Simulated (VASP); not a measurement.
The system is Bi2Te2Pb2Se3.

```
Bi Pb Te Se
1.0
     2.20111    3.81242    0.00000
    -2.20111    3.81242    0.00000
     0.00000    0.00000   17.51743
Bi Pb Te Se
2 2 2 3
Direct
  0.00000 0.00000 0.19477
  0.00000 0.00000 0.80523
  0.33333 0.33334 0.60123
  0.66667 0.66666 0.39877
  0.33333 0.33334 0.91060
  0.66667 0.66666 0.08940
  0.33333 0.33334 0.29817
  0.66667 0.66666 0.70183
  0.00000 0.00000 0.50000
```

Base run:

| Property | Result |
| --- | --- |
| Program | VASP 6.6.1 |
| Functional | r2SCAN |
| Potentials or basis | VASP PAW PBE potentials, release 64 (Bi_d, Pb_d, Te, Se) |
| Cutoff | 550 eV |
| k mesh | 5 × 5 × 1 |
| Occupations | fermi-dirac, width 0.0178 eV |
| Spin | no spin polarisation |

Its results: band gap on the k mesh 0.64 eV; pressure -1.6 GPa; largest force 0.836 eV/Å.

Task: The run is repeated on the same cell with these changes: functional from r2SCAN to revPBE; cutoff from 550 eV to 500 eV. What comes out?

Result: Band gap on the k mesh 0.44 eV; pressure 0.3 GPa; largest force 0.729 eV/Å.

Caveats: the PAW data sets were made with another functional, which shifts forces and pressure a little; spin-orbit coupling is left out, which moves the levels of the heavy elements; this functional lacks dispersion, which binds the layers, so the pressure and a relaxed spacing across them are unreliable (at least some runs).

